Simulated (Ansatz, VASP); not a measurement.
# BeCd3 in VASP and in Ansatz

INCAR

```
ALGO = Normal
EDIFF = 1E-6
ENCUT = 520
GGA = PE
ISIF = 2
ISMEAR = 0
LASPH = T
LCHARG = F
LREAL = F
LWAVE = F
NBANDS = 27
NELM = 100
PREC = Accurate
SIGMA = 0.1
```

Contents of KPOINTS:

```
k-points
0
Gamma
  6 6 6
```

POSCAR

```
BeCd3
1.0
   -2.0721094486      2.0721094486      4.6286081189
    2.0721094486     -2.0721094486      4.6286081189
    2.0721094486      2.0721094486     -4.6286081189
Be Cd
1 3
Direct
    0.0000000000      0.0000000000      0.0000000000
    0.5000000000      0.5000000000      0.0000000000
    0.2500000000      0.7500000000      0.5000000000
    0.7500000000      0.2500000000      0.5000000000
```

Input for Ansatz:

```yaml
crystal:
  lattice:
    - [-2.0721094486, 2.0721094486, 4.6286081189]
    - [2.0721094486, -2.0721094486, 4.6286081189]
    - [2.0721094486, 2.0721094486, -4.6286081189]
  atoms:
    - { symbol: Be, position: [0.0, 0.0, 0.0] }
    - { symbol: Cd, position: [0.5, 0.5, 0.0] }
    - { symbol: Cd, position: [0.25, 0.75, 0.5] }
    - { symbol: Cd, position: [0.75, 0.25, 0.5] }
basis:
  ecutwfc: 420
kpoints:
  mp_grid: { grid: [6, 6, 6] }
hamiltonian:
  xc: pbe
scf:
  occupations: { method: gaussian, width: 0.1 }
  lower_state_search: "off"
output:
  forces: true
  stress: true
  eigenvalues: true
```

Alike in both runs: task single point; functional PBE; k mesh 6 × 6 × 6; occupations gaussian, width 0.1 eV; no spin polarisation.

|  | VASP | Ansatz |
| --- | --- | --- |
| version | VASP 6.6.1 | Ansatz 0.2.0 |
| potentials or method | VASP PAW PBE potentials, release 64 (Be, Cd), cutoff 520 eV | scalar-relativistic, plane waves, PAW |
| valence electrons in the cell | 38 | 62 |

```csv
,VASP,Ansatz,Ansatz less VASP
gap on the k mesh at the Fermi level (eV),none,none,-
pressure (GPa),-1.6,-1.8,-0.26
"traceless stress, the component that is largest in VASP (GPa)",-3.72,-3.69,+0.025
```

A gap of «none» marks a metal or a gap that the smearing closes. VASP's potentials hold 38 valence electrons a cell and Ansatz's 62, so a difference there can come from the potentials and not from the codes.
